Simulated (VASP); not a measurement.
# PbSe (I4/mmm) in VASP: a series of runs

The runs below take PbSe through single point, with PBE+D3(BJ).

Everything below comes from runs of VASP 6.6.1. Logs are shortened: lines on timing, memory, paths and dates and some standing lists are left out, and cuts for length are marked.

### Step 1. The cell of the first run

The structure is tetragonal, space group I4/mmm (No. 139). Conventional cell: a = 4.199 Å, b = 4.199 Å, c = 6.231 Å, α = 90.00°, β = 90.00°, γ = 90.00°. Within 3.9 Å of Pb (site symmetry 4/mmm) lie 6 Se at 2.97 to 3.12 Å. Se (site symmetry 4/mmm) has 6 Pb at 2.97 to 3.12 Å within 3.9 Å.

### Step 2. Single point, PBE+D3(BJ) (27.47 Å³/atom)

Input file INCAR:

```
SYSTEM = PbSe
PREC = Accurate
ENCUT = 520
EDIFF = 1E-7
ISMEAR = 0
SIGMA = 0.03
LREAL = .FALSE.
LASPH = .TRUE.
NELM = 100
ALGO = Normal
ISIF = 2
LWAVE = .FALSE.
LCHARG = .FALSE.
GGA = PE
IVDW = 12
NBANDS = 17
```

Input file KPOINTS:

```
Automatic mesh
0
G
  10 10 10
  0 0 0
```

Input file POSCAR:

```
PbSe
1.0
    0.0000000000      2.9691845009      3.1155652968
    2.9691845009      0.0000000000      3.1155652968
    2.9691845009      2.9691845009      0.0000000000
Pb Se
1 1
Direct
    0.0000000000      0.0000000000      0.0000000000
    0.5000000000      0.5000000000      0.5000000000
```

Potentials or basis: VASP PAW PBE potentials, release 64 (Pb_d, Se).

Command:

```
$ cat potpaw_PBE.64/Pb_d/POTCAR potpaw_PBE.64/Se/POTCAR > POTCAR
$ mpirun -np 1 vasp_std > vasp.out
```

OUTCAR:

```text
SYSTEM = PbSe
   PREC = Accurate
   ENCUT = 520
   EDIFF = 1E-7
   ISMEAR = 0
   LREAL = .FALSE.
   LASPH = .TRUE.
   NELM = 100
   ISIF = 2
   GGA = PE
   IVDW = 12
 IVDW          = 12

 ion  position               nearest neighbor table
   1  0.000  0.000  0.000-   2 2.97   2 2.97   2 2.97   2 2.97   2 3.12   2 3.12
   2  0.500  0.500  0.500-   1 2.97   1 2.97   1 2.97   1 2.97   1 3.12   1 3.12

  LATTYP: Found a body centered tetragonal cell.
 ALAT       =     4.1990609904
 C/A-ratio  =     1.4839342910

  Lattice vectors:

 A1 = (  -2.9691845009,   0.0000000000,   3.1155652968)
 A2 = (   2.9691845009,   0.0000000000,   3.1155652968)
 A3 = (   0.0000000000,   2.9691845009,  -3.1155652968)

Analysis of symmetry for initial positions (statically):
=====================================================================
 Subroutine PRICEL returns:
 Original cell was already a primitive cell.

 Routine SETGRP: Setting up the symmetry group for a
 body centered tetragonal supercell.

 Subroutine GETGRP returns: Found 16 space group operations
 (whereof 16 operations were pure point group operations)
 out of a pool of 16 trial point group operations.

The static configuration has the point symmetry D_4h.

Analysis of symmetry for dynamics (positions and initial velocities):
=====================================================================
 Subroutine PRICEL returns:
 Original cell was already a primitive cell.

 Routine SETGRP: Setting up the symmetry group for a
 body centered tetragonal supercell.

 Subroutine GETGRP returns: Found 16 space group operations
 (whereof 16 operations were pure point group operations)
 out of a pool of 16 trial point group operations.

The dynamic configuration has the point symmetry D_4h.

 Subroutine INISYM returns: Found 16 space group operations
 (whereof 16 operations are pure point group operations),
 and found     1 'primitive' translations

----------------------------------------------------------------------------------------

                                     Primitive cell

  volume of cell :      54.9340

  direct lattice vectors                    reciprocal lattice vectors
     0.000000000  2.969184501  3.115565297    -0.168396406  0.168396406  0.160484520
     2.969184501  0.000000000  3.115565297     0.168396406 -0.168396406  0.160484520
     2.969184501  2.969184501  0.000000000     0.168396406  0.168396406 -0.160484520

  length of vectors
     4.303812696  4.303812696  4.199060990     0.287175870  0.287175870  0.287175870

  position of ions in fractional coordinates (direct lattice)
     0.000000000  0.000000000  0.000000000
     0.500000000  0.500000000  0.500000000

  ion indices of the primitive-cell ions
   primitive index   ion index
                 1           1
                 2           2

----------------------------------------------------------------------------------------

 KPOINTS: Automatic mesh

Automatic generation of k-mesh.
 Grid dimensions read from file:
 generate k-points for:   10   10   10

 Generating k-lattice:

  Cartesian coordinates                     Fractional coordinates (reciprocal lattice)
    -0.016839641  0.016839641  0.016048452     0.100000000 -0.000000000  0.000000000
     0.016839641 -0.016839641  0.016048452    -0.000000000  0.100000000  0.000000000
     0.016839641  0.016839641 -0.016048452     0.000000000  0.000000000  0.100000000

  Length of vectors
     0.028717587  0.028717587  0.028717587

  Shift w.r.t. Gamma in fractional coordinates (k-lattice)
     0.000000000  0.000000000  0.000000000

 Subroutine IBZKPT returns following result:
 ===========================================

 Found    102 irreducible k-points:

 Following reciprocal coordinates:
            Coordinates               Weight
  0.000000  0.000000  0.000000      1.000000
  0.100000 -0.000000  0.000000      8.000000
  0.200000 -0.000000  0.000000      8.000000
  0.300000  0.000000  0.000000      8.000000
  0.400000 -0.000000  0.000000      8.000000
  0.500000  0.000000  0.000000      4.000000
[... 16 lines left out ...]
  0.300000  0.300000  0.000000      2.000000
  0.400000  0.300000  0.000000      8.000000
 [... further k-points ...]
   k-points           NKPTS =    102   k-points in BZ     NKDIM =    102   number of bands    NBANDS=     17
   number of dos      NEDOS =    301   number of ions     NIONS =      2
   total plane-waves  NPLWV =  32768
   dimension x,y,z NGX =    32 NGY =   32 NGZ =   32
   dimension x,y,z NGXF=    64 NGYF=   64 NGZF=   64
   ions per type =               1   1
   NGX,Y,Z   is equivalent  to a cutoff of  12.36, 12.36, 12.67 a.u.
   NGXF,Y,Z  is equivalent  to a cutoff of  24.72, 24.72, 25.34 a.u.
 SYSTEM =  PbSe
   PREC   = accura    normal or accurate (medium, high low for compatibility)
   ISTART =      0    job   : 0-new  1-cont  2-samecut
   ICHARG =      2    charge: 1-file 2-atom 10-const
   ISPIN  =      1    spin polarized calculation?
   LNONCOLLINEAR =      F non collinear calculations
   LSORBIT =      F    spin-orbit coupling
   LASPH  =      T    aspherical Exc in radial PAW
   ENCUT  =  520.0 eV  38.22 Ry    6.18 a.u.   8.00  8.00  7.81*2*pi/ulx,y,z
   NELM   =    100;   NELMIN=  2; NELMDL= -5     # of ELM steps
   EDIFF  = 0.1E-06   stopping-criterion for ELM
   LREAL  =      F    real-space projection
   EDIFFG = 0.1E-05   stopping-criterion for IOM
   NSW    =      0    number of steps for IOM
   IBRION =     -1    ionic relax: 0-MD 1-quasi-New 2-CG
   NFREE  =      0    steps in history (QN), initial steepest desc. (CG)
   ISIF   =      2    stress and relaxation
   ISYM   =      2    0-nonsym 1-usesym 2-fastsym
   POTIM  = 0.5000    time-step for ionic-motion
   TEBEG  =    0.0;   TEEND  =   0.0 temperature during run
   PSTRESS=    0.0 pullay stress
   NELECT =      20.0000    total number of electrons
   NUPDOWN=      -1.0000    fix difference up-down
   EMIN   =  10.00;   EMAX   =-10.00  energy-range for DOS
   EFERMI =   0.00;   METHOD = LEGACY
   ISMEAR =     0;   SIGMA  =   0.03  broadening in eV -4-tet -1-fermi 0-gaus
   EFERMI_NEDOS =   21; number of points for ismear=-14 and -15
   IALGO  =     38    algorithm
   IMIX   =      4    mixing-type and parameters
     AMIX     =   0.40;   BMIX     =  1.00
     AMIX_MAG =   1.60;   BMIX_MAG =  1.00
  volume/ion in A,a.u.               =      27.47       185.36
  Fermi-wavevector in a.u.,A,eV,Ry     =   1.168973  2.209038 18.592327  1.366498
  Thomas-Fermi vector in A             =   2.305452
   LORBIT       =      0    0 simple, 1 ext, 2 COOP (PROOUT), +10 PAW based schemes
   GGA     = PE    functional components
   LHFCALC =     F    Hartree Fock is set to
   AEXX    =    0.0000 exact exchange contribution
   IVDW    =    12    specifies the selected vdW correction
   LEPSILON=     F    determine dielectric tensor
   LRPA    =     F    only Hartree local field effects (RPA)
 non-spin polarized calculation
 Gauss-broadening in eV      SIGMA  =   0.03
  energy-cutoff  :      520.00
  volume of cell :       54.93
 maximum number of plane-waves:      1496
   NGX = 15   NGY = 15   NGZ = 15

 number of electron      20.0000004 magnetization

 Free energy of the ion-electron system (eV)
  ---------------------------------------------------
  ext. energy  EPLUGINS =         0.00000000
  ---------------------------------------------------
  free energy    TOTEN  =        -8.08186312 eV

  energy without entropy =       -8.08182885  energy(sigma->0) =       -8.08184598

 E-fermi :   5.7447     XC(G=0):  -9.7260

 val. band max:        5.7094942039   @ k =   0.5000   0.0000   0.0000
 cond. band min:       5.7798240009   @ k =   0.5000   0.0000   0.0000
 fundamental gap:      0.0703297970
 Fermi energy:         5.7446591017

 k-point     1 :       0.0000    0.0000    0.0000
  band No.  band energies     occupation
      1     -11.3174      2.00000
      2     -11.3030      2.00000
      3     -11.3030      2.00000
      4     -11.2933      2.00000
      5     -11.2854      2.00000
      6      -8.3640      2.00000
[... 9 lines left out ...]
     16      12.1434      0.00000
     17      13.5317      0.00000

 k-point     2 :       0.1000   -0.0000    0.0000
  band No.  band energies     occupation
      1     -11.3183      2.00000
      2     -11.3023      2.00000
      3     -11.3010      2.00000
      4     -11.2905      2.00000
      5     -11.2877      2.00000
      6      -8.2820      2.00000
[... 9 lines left out ...]
     16      12.3677      0.00000
     17      14.1898      0.00000

 k-point     3 :       0.2000   -0.0000    0.0000
  band No.  band energies     occupation
      1     -11.3224      2.00000
      2     -11.3022      2.00000
      3     -11.3010      2.00000
      4     -11.2869      2.00000
      5     -11.2809      2.00000
      6      -8.0474      2.00000
[... 9 lines left out ...]
     16      12.9187      0.00000
     17      15.6162      0.00000

 k-point     4 :       0.3000    0.0000    0.0000
  band No.  band energies     occupation
      1     -11.3289      2.00000
      2     -11.3115      2.00000
      3     -11.3001      2.00000
      4     -11.2782      2.00000
      5     -11.2674      2.00000
      6      -7.7032      2.00000
[... 9 lines left out ...]
     16      13.7943      0.00000
     17      17.1910      0.00000

 k-point     5 :       0.4000   -0.0000    0.0000
  band No.  band energies     occupation
      1     -11.3344      2.00000
      2     -11.3199      2.00000
      3     -11.2997      2.00000
      4     -11.2703      2.00000
      5     -11.2560      2.00000
      6      -7.3537      2.00000
[... 9 lines left out ...]
     16      14.9967      0.00000
     17      16.8889      0.00000

 k-point     6 :       0.5000    0.0000    0.0000
  band No.  band energies     occupation
      1     -11.3366      2.00000
      2     -11.3232      2.00000
      3     -11.2997      2.00000
      4     -11.2672      2.00000
      5     -11.2516      2.00000
      6      -7.1928      2.00000
[... 9 lines left out ...]
     16      15.7057      0.00000
     17      16.0969      0.00000

 k-point     7 :       0.1000    0.1000    0.0000
  band No.  band energies     occupation
      1     -11.3266      2.00000
      2     -11.2986      2.00000
      3     -11.2986      2.00000
      4     -11.2951      2.00000
      5     -11.2837      2.00000
      6      -8.2612      2.00000
[... 9 lines left out ...]
     16      12.8103      0.00000
     17      14.5613      0.00000

 k-point     8 :       0.2000    0.1000    0.0000
  band No.  band energies     occupation
      1     -11.3361      2.00000
      2     -11.2967      2.00000
      3     -11.2956      2.00000
      4     -11.2914      2.00000
      5     -11.2820      2.00000
      6      -8.0832      2.00000
[... 9 lines left out ...]
     16      13.4082      0.00000
     17      15.7394      0.00000
[... 203 lines left out ...]
      1     -11.3760      2.00000
      2     -11.3034      2.00000
      3     -11.2894      2.00000
      4     -11.2726      2.00000
      5     -11.2639      2.00000
      6      -7.1150      2.00000
[... 9 lines left out ...]
     16      16.0657      0.00000
     17      16.3808      0.00000

 k-point    20 :      -0.4000    0.2000    0.0000
  band No.  band energies     occupation
      1     -11.3633      2.00000
      2     -11.3108      2.00000
      3     -11.2911      2.00000
      4     -11.2681      2.00000
      5     -11.2648      2.00000
      6      -7.0383      2.00000
[... 9 lines left out ...]
     16      14.9441      0.00000
     17      16.9384      0.00000

 k-point    21 :      -0.3000    0.2000    0.0000
  band No.  band energies     occupation
      1     -11.3458      2.00000
      2     -11.3137      2.00000
      3     -11.2966      2.00000
      4     -11.2765      2.00000
      5     -11.2587      2.00000
      6      -7.2289      2.00000
[... 9 lines left out ...]
     16      15.4648      0.00000
     17      15.9906      0.00000

 k-point    22 :      -0.2000    0.2000    0.0000
  band No.  band energies     occupation
      1     -11.3295      2.00000
      2     -11.3117      2.00000
      3     -11.3018      2.00000
      4     -11.2852      2.00000
      5     -11.2592      2.00000
      6      -7.5560      2.00000
[... 9 lines left out ...]
     16      14.5324      0.00000
     17      15.7136      0.00000

 k-point    23 :       0.3000    0.3000    0.0000
  band No.  band energies     occupation
      1     -11.4012      2.00000
      2     -11.3056      2.00000
      3     -11.2736      2.00000
      4     -11.2724      2.00000
      5     -11.2724      2.00000
      6      -7.5308      2.00000
[... 9 lines left out ...]
     16      15.9896      0.00000
     17      16.0041      0.00000

 k-point    24 :       0.4000    0.3000    0.0000
  band No.  band energies     occupation
      1     -11.4173      2.00000
      2     -11.3047      2.00000
      3     -11.2776      2.00000
      4     -11.2678      2.00000
      5     -11.2634      2.00000
      6      -7.2760      2.00000
[... 9 lines left out ...]
     16      16.4878      0.00000
     17      17.1261      0.00000

 [... further k-points ...]

------------------------ aborting loop because EDIFF is reached ----------------------------------------

 Edisp (eV)   -0.76959

 E8    (eV) :    -0.3588

  FORCE on cell =-STRESS in cart. coord.  units (eV):
  Direction    XX          YY          ZZ          XY          YZ          ZX
  --------------------------------------------------------------------------------------
  -------------------------------------------------------------------------------------
  Total       1.88846     1.88846    -0.48874     0.00000     0.00000     0.00000
  in kB      55.07782    55.07782   -14.25444     0.00000     0.00000     0.00000
  external pressure =       31.97 kB  Pullay stress =        0.00 kB

 VOLUME and BASIS-vectors are now :
 -----------------------------------------------------------------------------
  energy-cutoff  :      520.00
  volume of cell :       54.93
      direct lattice vectors                 reciprocal lattice vectors
     0.000000000  2.969184501  3.115565297    -0.168396406  0.168396406  0.160484520
     2.969184501  0.000000000  3.115565297     0.168396406 -0.168396406  0.160484520
     2.969184501  2.969184501  0.000000000     0.168396406  0.168396406 -0.160484520

 POSITION                                       TOTAL-FORCE (eV/Angst)
 -----------------------------------------------------------------------------------
      0.00000      0.00000      0.00000        -0.000000      0.000000      0.000000
      2.96918      2.96918      3.11557         0.000000     -0.000000     -0.000000
 -----------------------------------------------------------------------------------
    total drift:                                0.000000     -0.000000     -0.000000

  FREE ENERGIE OF THE ION-ELECTRON SYSTEM (eV)
  ---------------------------------------------------
  free  energy   TOTEN  =        -8.8514486711 eV

  energy  without entropy=       -8.8514143998  energy(sigma->0) =       -8.85143154
```

Wall time 66 s (1 thread of Intel Xeon Platinum 8259CL at 2.50GHz (Skylake/Cascade Lake), shared host); peak memory 0.25 GiB.

What came out:

- Free energy: -8.8514 eV
- Pressure: 3.2 GPa
- Band gap on the k mesh: 0.07 eV
- Dispersion energy per atom: -0.385 eV

Stress tensor (GPa, compression positive):
```
 5.51  0.00  0.00
 0.00  5.51  0.00
 0.00  0.00 -1.43
```

Caveat: the cell stands under pressure; spin-orbit coupling is left out, which moves the levels of the heavy elements.

### Step 3. Single point, PBE+D3(BJ) (30.24 Å³/atom)

This run uses another cell than the first one, of 30.24 Å³/atom.

Input file INCAR:

```
PREC = Accurate ; ENCUT = 520
EDIFF = 1E-6 ; ISMEAR = 0
SIGMA = 0.03 ; LREAL = False
LASPH = True ; NELM = 100
ALGO = Normal ; ISIF = 2
LWAVE = False ; LCHARG = True
GGA = PE ; IVDW = 12
LELF = True ; LVHAR = True
NBANDS = 17
```

Input file KPOINTS:

```
regular mesh
0
Gamma
  10 10 10
```

Input file POSCAR:

```
PbSe
1.0
    0.0000000000      3.0987497384      3.1489494842
    3.0987497384      0.0000000000      3.1489494842
    3.0987497384      3.0987497384      0.0000000000
Pb Se
1 1
Direct
    0.0000000000      0.0000000000      0.0000000000
    0.5000000000      0.5000000000      0.5000000000
```

Potentials or basis: VASP PAW PBE potentials, release 64 (Pb_d, Se).

Command:

```
$ cat potpaw_PBE.64/Pb_d/POTCAR potpaw_PBE.64/Se/POTCAR > POTCAR
$ mpirun -np 1 vasp_std > vasp.out
```

OUTCAR:

```text
PREC = Accurate
   ENCUT = 520
   EDIFF = 1E-6
   ISMEAR = 0
   LREAL = False
   LASPH = True
   NELM = 100
   ISIF = 2
   GGA = PE
   IVDW = 12
 IVDW          = 12

 ion  position               nearest neighbor table
   1  0.000  0.000  0.000-   2 3.10   2 3.10   2 3.10   2 3.10   2 3.15   2 3.15
   2  0.500  0.500  0.500-   1 3.10   1 3.10   1 3.10   1 3.10   1 3.15   1 3.15

  LATTYP: Found a body centered tetragonal cell.
 ALAT       =     4.3822939064
 C/A-ratio  =     1.4371238221

  Lattice vectors:

 A1 = (  -3.0987497384,   0.0000000000,   3.1489494842)
 A2 = (   3.0987497384,   0.0000000000,   3.1489494842)
 A3 = (   0.0000000000,   3.0987497384,  -3.1489494842)

Analysis of symmetry for initial positions (statically):
=====================================================================
 Subroutine PRICEL returns:
 Original cell was already a primitive cell.

 Routine SETGRP: Setting up the symmetry group for a
 body centered tetragonal supercell.

 Subroutine GETGRP returns: Found 16 space group operations
 (whereof 16 operations were pure point group operations)
 out of a pool of 16 trial point group operations.

[... 162 lines left out ...]

 E-fermi :   4.5231     XC(G=0):  -9.2862

 val. band max:        4.3955598802   @ k =   0.5000  -0.0000   0.0000
 cond. band min:       4.8449241536   @ k =   0.5000  -0.0000   0.0000
 fundamental gap:      0.4493642734
 Fermi energy:         4.5231361810

 k-point     1 :       0.0000    0.0000    0.0000
  band No.  band energies     occupation
      1     -12.3334      2.00000
      2     -12.3334      2.00000
      3     -12.3307      2.00000
      4     -12.3278      2.00000
      5     -12.3200      2.00000
      6      -8.7312      2.00000
[... 457 lines left out ...]
      4     -12.3073      2.00000
      5     -12.3039      2.00000
      6      -7.8132      2.00000
[... 9 lines left out ...]
     16      15.1354      0.00000
     17      15.7424      0.00000

 [... further k-points ...]

------------------------ aborting loop because EDIFF is reached ----------------------------------------

 Edisp (eV)   -0.69777

 E8    (eV) :    -0.3258

  FORCE on cell =-STRESS in cart. coord.  units (eV):
  Direction    XX          YY          ZZ          XY          YZ          ZX
  --------------------------------------------------------------------------------------
  -------------------------------------------------------------------------------------
  Total      -0.59992    -0.59992    -1.19011     0.00000    -0.00000     0.00000
  in kB     -15.89403   -15.89403   -31.53036     0.00000    -0.00000     0.00000
  external pressure =      -21.11 kB  Pullay stress =        0.00 kB

 VOLUME and BASIS-vectors are now :
 -----------------------------------------------------------------------------
  energy-cutoff  :      520.00
  volume of cell :       60.47
      direct lattice vectors                 reciprocal lattice vectors
     0.000000000  3.098749738  3.148949484    -0.161355399  0.161355399  0.158783112
     3.098749738  0.000000000  3.148949484     0.161355399 -0.161355399  0.158783112
     3.098749738  3.098749738  0.000000000     0.161355399  0.161355399 -0.158783112

 POSITION                                       TOTAL-FORCE (eV/Angst)
 -----------------------------------------------------------------------------------
      0.00000      0.00000      0.00000         0.000000     -0.000000      0.000000
      3.09875      3.09875      3.14895        -0.000000      0.000000     -0.000000
 -----------------------------------------------------------------------------------
    total drift:                               -0.000000      0.000000      0.000000

  FREE ENERGIE OF THE ION-ELECTRON SYSTEM (eV)
  ---------------------------------------------------
  free  energy   TOTEN  =        -8.8924756813 eV

  energy  without entropy=       -8.8924756813  energy(sigma->0) =       -8.89247568
```

Wall time 63 s (1 thread of AMD EPYC 9R45 (Zen 5), shared host); peak memory 0.25 GiB.

Results:

```yaml
Free_energy: -8.8925 eV
Pressure: -2.1 GPa
Band_gap_on_the_k_mesh: 0.45 eV
Dispersion_energy_per_atom: -0.349 eV
```

Caveat: spin-orbit coupling is left out, which moves the levels of the heavy elements.
